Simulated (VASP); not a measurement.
# HfO2 (R-3m) in VASP: dielectric tensor with r2SCAN

Aim: the dielectric tensor of HfO2 with r2SCAN.

Program: VASP 6.6.1. These are calculated values, not measurements. Logs are shortened: lines on timing, memory, paths and dates and some standing lists are left out, and cuts for length are marked.

## (1) The cell of the first run

Symmetry: R-3m, No. 166, trigonal system. Conventional cell: a = 3.469 Å, b = 3.469 Å, c = 9.103 Å, α = 90.00°, β = 90.00°, γ = 120.00°. Within 2.8 Å of Hf (site symmetry -3m) lie 8 O at 2.15 to 2.25 Å. Within 2.8 Å of O (site symmetry 3m) lie 4 Hf at 2.15 to 2.25 Å and 6 O at 2.48 to 2.54 Å.

## (2) Dielectric tensor, r2SCAN (epitaxial 111 strain -3.0%)

Contents of INCAR:

```
SYSTEM = HfO2
  PREC = Accurate
  ENCUT = 520
  EDIFF = 1E-8
  ISMEAR = 0
  SIGMA = 0.01
  LREAL = .FALSE.
  LASPH = .TRUE.
  NELM = 60
  ALGO = Normal
  ISIF = 2
  LWAVE = .FALSE.
  LCHARG = .FALSE.
  METAGGA = R2SCAN
  LMIXTAU = .TRUE.
  LCALCEPS = .TRUE.
```

Contents of KPOINTS:

```
regular mesh
0
G
  8 8 8
  0 0 0
```

Contents of POSCAR:

```
HfO2
1.0
    0.1162999300      2.5696067797      2.5696067797
    2.5696067797      0.1162999300      2.5696067797
    2.5696067797      2.5696067797      0.1162999300
Hf O
1 2
Direct
    0.0000000000      0.0000000000      0.0000000000
    0.2472103429      0.2472103429      0.2472103429
    0.7527896571      0.7527896571      0.7527896571
```

Potentials or basis: VASP PAW PBE potentials, release 64 (Hf_pv, O).

On the command line:

```console
> cat potpaw_PBE.64/Hf_pv/POTCAR potpaw_PBE.64/O/POTCAR > POTCAR
> mpirun -np 1 vasp_std > vasp.out
```

OUTCAR:

```text
SYSTEM = HfO2
   PREC = Accurate
   ENCUT = 520
   EDIFF = 1E-8
   ISMEAR = 0
   LREAL = .FALSE.
   LASPH = .TRUE.
   NELM = 60
   ISIF = 2
   METAGGA = R2SCAN

 ion  position               nearest neighbor table
   1  0.000  0.000  0.000-   3 2.15   3 2.15   3 2.15   2 2.15   2 2.15   2 2.15   3 2.25   2 2.25

   2  0.247  0.247  0.247-   1 2.15   1 2.15   1 2.15   1 2.25
   3  0.753  0.753  0.753-   1 2.15   1 2.15   1 2.15   1 2.25

  LATTYP: Found a trigonal (rhomboedric) cell.
 ALAT       =     3.6358332853
 COS(alpha) =     0.5447019184

  Lattice vectors:

 A1 = (   0.1162999300,   2.5696067797,   2.5696067797)
 A2 = (   2.5696067797,   0.1162999300,   2.5696067797)
 A3 = (   2.5696067797,   2.5696067797,   0.1162999300)

Analysis of symmetry for initial positions (statically):
=====================================================================
 Subroutine PRICEL returns:
 Original cell was already a primitive cell.

 Routine SETGRP: Setting up the symmetry group for a
 trigonal (rhombohedral) supercell.

 Subroutine GETGRP returns: Found 12 space group operations
 (whereof 12 operations were pure point group operations)
 out of a pool of 12 trial point group operations.

The static configuration has the point symmetry D_3d.

Analysis of symmetry for dynamics (positions and initial velocities):
=====================================================================
 Subroutine PRICEL returns:
 Original cell was already a primitive cell.

 Routine SETGRP: Setting up the symmetry group for a
 trigonal (rhombohedral) supercell.

 Subroutine GETGRP returns: Found 12 space group operations
 (whereof 12 operations were pure point group operations)
 out of a pool of 12 trial point group operations.

The dynamic configuration has the point symmetry D_3d.

 Subroutine INISYM returns: Found 12 space group operations
 (whereof 12 operations are pure point group operations),
 and found     1 'primitive' translations

----------------------------------------------------------------------------------------

                                     Primitive cell

  volume of cell :      31.6314

  direct lattice vectors                    reciprocal lattice vectors
     0.116299930  2.569606780  2.569606780    -0.208316609  0.199296487  0.199296487
     2.569606780  0.116299930  2.569606780     0.199296487 -0.208316609  0.199296487
     2.569606780  2.569606780  0.116299930     0.199296487  0.199296487 -0.208316609

  length of vectors
     3.635833285  3.635833285  3.635833285     0.350476802  0.350476802  0.350476802

  position of ions in fractional coordinates (direct lattice)
     0.000000000  0.000000000  0.000000000
     0.247210343  0.247210343  0.247210343
     0.752789657  0.752789657  0.752789657

  ion indices of the primitive-cell ions
   primitive index   ion index
                 1           1
                 2           2
                 3           3

----------------------------------------------------------------------------------------

 KPOINTS: regular mesh

Automatic generation of k-mesh.
 Grid dimensions read from file:
 generate k-points for:    8    8    8

 Generating k-lattice:

  Cartesian coordinates                     Fractional coordinates (reciprocal lattice)
    -0.026039576  0.024912061  0.024912061     0.125000000  0.000000000  0.000000000
     0.024912061 -0.026039576  0.024912061     0.000000000  0.125000000  0.000000000
     0.024912061  0.024912061 -0.026039576     0.000000000  0.000000000  0.125000000

  Length of vectors
     0.043809600  0.043809600  0.043809600

  Shift w.r.t. Gamma in fractional coordinates (k-lattice)
     0.000000000  0.000000000  0.000000000

 Subroutine IBZKPT returns following result:
 ===========================================

 Found     65 irreducible k-points:

 Following reciprocal coordinates:
            Coordinates               Weight
  0.000000  0.000000  0.000000      1.000000
  0.125000  0.000000  0.000000      6.000000
  0.250000  0.000000  0.000000      6.000000
  0.375000 -0.000000 -0.000000      6.000000
  0.500000  0.000000  0.000000      3.000000
  0.125000  0.125000  0.000000      6.000000
[... 16 lines left out ...]
  0.250000  0.125000  0.125000      6.000000
  0.375000  0.125000  0.125000      6.000000
 [... further k-points ...]
   k-points           NKPTS =     65   k-points in BZ     NKDIM =     65   number of bands    NBANDS=     15
   number of dos      NEDOS =    301   number of ions     NIONS =      3
   total plane-waves  NPLWV =  21952
   dimension x,y,z NGX =    28 NGY =   28 NGZ =   28
   dimension x,y,z NGXF=    56 NGYF=   56 NGZF=   56
   ions per type =               1   2
   NGX,Y,Z   is equivalent  to a cutoff of  12.80, 12.80, 12.80 a.u.
   NGXF,Y,Z  is equivalent  to a cutoff of  25.61, 25.61, 25.61 a.u.
 SYSTEM =  HfO2
   PREC   = accura    normal or accurate (medium, high low for compatibility)
   ISTART =      0    job   : 0-new  1-cont  2-samecut
   ICHARG =      2    charge: 1-file 2-atom 10-const
   ISPIN  =      1    spin polarized calculation?
   LNONCOLLINEAR =      F non collinear calculations
   LSORBIT =      F    spin-orbit coupling
   LASPH  =      T    aspherical Exc in radial PAW
   ENCUT  =  520.0 eV  38.22 Ry    6.18 a.u.   6.76  6.76  6.76*2*pi/ulx,y,z
   NELM   =     60;   NELMIN=  2; NELMDL= -5     # of ELM steps
   EDIFF  = 0.1E-07   stopping-criterion for ELM
   LREAL  =      F    real-space projection
   EDIFFG = 0.1E-06   stopping-criterion for IOM
   NSW    =      0    number of steps for IOM
   IBRION =     -1    ionic relax: 0-MD 1-quasi-New 2-CG
   NFREE  =      0    steps in history (QN), initial steepest desc. (CG)
   ISIF   =      2    stress and relaxation
   ISYM   =      2    0-nonsym 1-usesym 2-fastsym
   POTIM  = 0.5000    time-step for ionic-motion
   TEBEG  =    0.0;   TEEND  =   0.0 temperature during run
   PSTRESS=    0.0 pullay stress
   NELECT =      22.0000    total number of electrons
   NUPDOWN=      -1.0000    fix difference up-down
   EMIN   =  10.00;   EMAX   =-10.00  energy-range for DOS
   EFERMI =   0.00;   METHOD = LEGACY
   ISMEAR =     0;   SIGMA  =   0.01  broadening in eV -4-tet -1-fermi 0-gaus
   EFERMI_NEDOS =   21; number of points for ismear=-14 and -15
   IALGO  =     38    algorithm
   IMIX   =      4    mixing-type and parameters
     AMIX     =   0.40;   BMIX     =  1.00
     AMIX_MAG =   1.60;   BMIX_MAG =  1.00
  volume/ion in A,a.u.               =      10.54        71.15
  Fermi-wavevector in a.u.,A,eV,Ry     =   1.450472  2.740995 28.624886  2.103870
  Thomas-Fermi vector in A             =   2.568080
   LORBIT       =      0    0 simple, 1 ext, 2 COOP (PROOUT), +10 PAW based schemes
   METAGGA = R2SCAN    functional components
   LHFCALC =     F    Hartree Fock is set to
   AEXX    =    0.0000 exact exchange contribution
   IVDW    =     0    specifies the selected vdW correction
   LEPSILON=     F    determine dielectric tensor
   LRPA    =     F    only Hartree local field effects (RPA)
   LRPA       =     F
 non-spin polarized calculation
 Gauss-broadening in eV      SIGMA  =   0.01
  energy-cutoff  :      520.00
  volume of cell :       31.63
 maximum number of plane-waves:       869
   NGX = 13   NGY = 13   NGZ = 13

 Total electronic dipole moment: p[elc]=(     0.00000     0.00000     0.00000 ) |e| Angst

 Total electronic dipole moment: p[elc]=(    -0.00000    -0.00000    -0.00000 ) |e| Angst

 number of electron      22.0000000 magnetization

 Free energy of the ion-electron system (eV)
  ---------------------------------------------------
  ext. energy  EPLUGINS =         0.00000000
  ---------------------------------------------------
  free energy    TOTEN  =       -68.50305461 eV

  energy without entropy =      -68.50305461  energy(sigma->0) =      -68.50305461

 E-fermi :   4.2422     XC(G=0): -12.7519

 val. band max:        4.1413064374   @ k =   0.5000   0.5000   0.0000
 cond. band min:   10000.0000000000   @ k =   0.0000   0.0000   0.0000
 fundamental gap:   9995.8586935626
 Fermi energy:         4.2422327138

 k-point     1 :       0.0000    0.0000    0.0000
  band No.  band energies     occupation
      1     -26.3823      2.00000
      2     -26.3392      2.00000
      3     -26.3392      2.00000
      4     -15.7590      2.00000
      5     -12.6041      2.00000
      6      -1.6175      2.00000
      7      -1.3834      2.00000
      8      -1.3834      2.00000
      9       3.4478      2.00000
     10       3.4478      2.00000
     11       3.6207      2.00000
     12   10000.0000      0.00000
     13   10000.0000      0.00000
     14   10000.0000      0.00000
     15   10000.0000      0.00000

 k-point     2 :       0.1250    0.0000    0.0000
  band No.  band energies     occupation
      1     -26.4299      2.00000
      2     -26.3845      2.00000
      3     -26.3503      2.00000
      4     -15.5225      2.00000
      5     -12.7950      2.00000
      6      -1.4256      2.00000
      7      -1.2264      2.00000
      8      -0.9532      2.00000
      9       2.9815      2.00000
     10       3.1746      2.00000
     11       3.2920      2.00000
     12   10000.0000      0.00000
     13   10000.0000      0.00000
     14   10000.0000      0.00000
     15   10000.0000      0.00000
[... 365 lines left out ...]
      3     -26.3540      2.00000
      4     -15.2367      2.00000
      5     -12.9913      2.00000
      6      -1.2556      2.00000
      7      -0.9454      2.00000
      8      -0.3812      2.00000
      9       2.2684      2.00000
     10       2.5515      2.00000
     11       3.5585      2.00000
     12   10000.0000      0.00000
     13   10000.0000      0.00000
     14   10000.0000      0.00000
     15   10000.0000      0.00000

 k-point    24 :       0.3750    0.1250    0.1250
  band No.  band energies     occupation
      1     -26.6679      2.00000
      2     -26.4669      2.00000
      3     -26.3807      2.00000
      4     -14.7145      2.00000
      5     -13.2858      2.00000
      6      -1.0533      2.00000
      7      -0.4569      2.00000
      8       0.7958      2.00000
      9       1.2999      2.00000
     10       2.0011      2.00000
     11       3.2710      2.00000
     12   10000.0000      0.00000
     13   10000.0000      0.00000
     14   10000.0000      0.00000
     15   10000.0000      0.00000

 [... further k-points ...]

------------------------ aborting loop because EDIFF is reached ----------------------------------------

            Ionic dipole moment: p[ion]=(     0.00000     0.00000     0.00000 ) |e| Angst

 Total electronic dipole moment: p[elc]=(    -0.00007    -0.00007     0.00677 ) |e| Angst

 MACROSCOPIC STATIC DIELECTRIC TENSOR (including local field effects)
 ------------------------------------------------------
           4.873467    -0.038223    -0.038223
          -0.038223     4.873467    -0.038223
          -0.038223    -0.038223     4.873467
 ------------------------------------------------------

 PIEZOELECTRIC TENSOR (including local field effects) (e Angst)
          XX          YY          ZZ          XY          YZ          ZX
  --------------------------------------------------------------------------------
  x     0.00000     0.00000     0.00000     0.00000     0.00000     0.00000
  y     0.00000     0.00000     0.00000     0.00000     0.00000     0.00000
  z     0.00000     0.00000     0.00000     0.00000     0.00000     0.00000

 PIEZOELECTRIC TENSOR (including local field effects) (C/m^2)
          XX          YY          ZZ          XY          YZ          ZX
  --------------------------------------------------------------------------------
  x     0.00000     0.00000     0.00000     0.00000     0.00000     0.00000
  y     0.00000     0.00000     0.00000     0.00000     0.00000     0.00000
  z     0.00000     0.00000     0.00000     0.00000     0.00000     0.00000

 BORN EFFECTIVE CHARGES (including local field effects) (in |e|, cummulative output)
 ---------------------------------------------------------------------------------
 ion    1
    1     5.47929    -0.09001    -0.09001
    2    -0.09001     5.47929    -0.09001
    3    -0.09001    -0.09001     5.47929
 ion    2
    1    -2.73964     0.04501     0.04501
    2     0.04501    -2.73964     0.04501
    3     0.04501     0.04501    -2.73964
 ion    3
    1    -2.73964     0.04501     0.04501
    2     0.04501    -2.73964     0.04501
    3     0.04501     0.04501    -2.73964

  FORCE on cell =-STRESS in cart. coord.  units (eV):
  Direction    XX          YY          ZZ          XY          YZ          ZX
  --------------------------------------------------------------------------------------
  -------------------------------------------------------------------------------------
  Total        0.5640365      0.5640365      0.5640365     -0.6602865     -0.6602865     -0.6602865
  in kB       28.5692536     28.5692536     28.5692536    -33.4444537    -33.4444537    -33.4444537
  external PRESSURE =      28.5692536 kB  Pullay stress =       0.0000000 kB

 VOLUME and BASIS-vectors are now :
 -----------------------------------------------------------------------------
  energy-cutoff  :      520.00
  volume of cell :       31.63
      direct lattice vectors                 reciprocal lattice vectors
     0.116299930  2.569606780  2.569606780    -0.208316609  0.199296487  0.199296487
     2.569606780  0.116299930  2.569606780     0.199296487 -0.208316609  0.199296487
     2.569606780  2.569606780  0.116299930     0.199296487  0.199296487 -0.208316609

 POSITION                                       TOTAL-FORCE (eV/Angst)
 -----------------------------------------------------------------------------------
      0.00000      0.00000      0.00000         0.000000     -0.000000     -0.000000
      1.29922      1.29922      1.29922         0.030529      0.030529      0.030529
      3.95630      3.95630      3.95630        -0.030529     -0.030529     -0.030529
 -----------------------------------------------------------------------------------
    total drift:                               -0.000000     -0.000000      0.000000

  FREE ENERGIE OF THE ION-ELECTRON SYSTEM (eV)
  ---------------------------------------------------
  free  energy   TOTEN  =       -68.5030546117 eV

  energy  without entropy=      -68.5030546117  energy(sigma->0) =      -68.50305461
```

Run time: 61 min. Hardware: 1 thread of Intel Xeon Platinum 8259CL at 2.50GHz (Skylake/Cascade Lake), shared host; peak memory 0.47 GiB.

What came out:

```
Band gap on the k mesh                  : 4.41 eV
Electronic dielectric tensor (diagonal) : 4.87
Born charges (mean of the diagonal)     : Hf +5.48; O -2.74 e
```

Electronic dielectric tensor:
```
 4.87 -0.04 -0.04
-0.04  4.87 -0.04
-0.04 -0.04  4.87
```

Born effective charge tensors (e):
atom 1, Hf
```
 5.48 -0.09 -0.09
-0.09  5.48 -0.09
-0.09 -0.09  5.48
```
atom 2, O
```
-2.74  0.05  0.05
 0.05 -2.74  0.05
 0.05  0.05 -2.74
```
atom 3, O
```
-2.74  0.05  0.05
 0.05 -2.74  0.05
 0.05  0.05 -2.74
```

Dipole moments of the cell (e·Å, modulo the quantum): ionic 0.000, 0.000, 0.000; electronic 0.000, 0.000, 0.007

Caveat: the cell differs from its parent crystal (epitaxial 111 strain -3.0%); the PAW data sets were made with another functional, which shifts forces and pressure a little; spin-orbit coupling is left out, which moves the levels of the heavy elements.
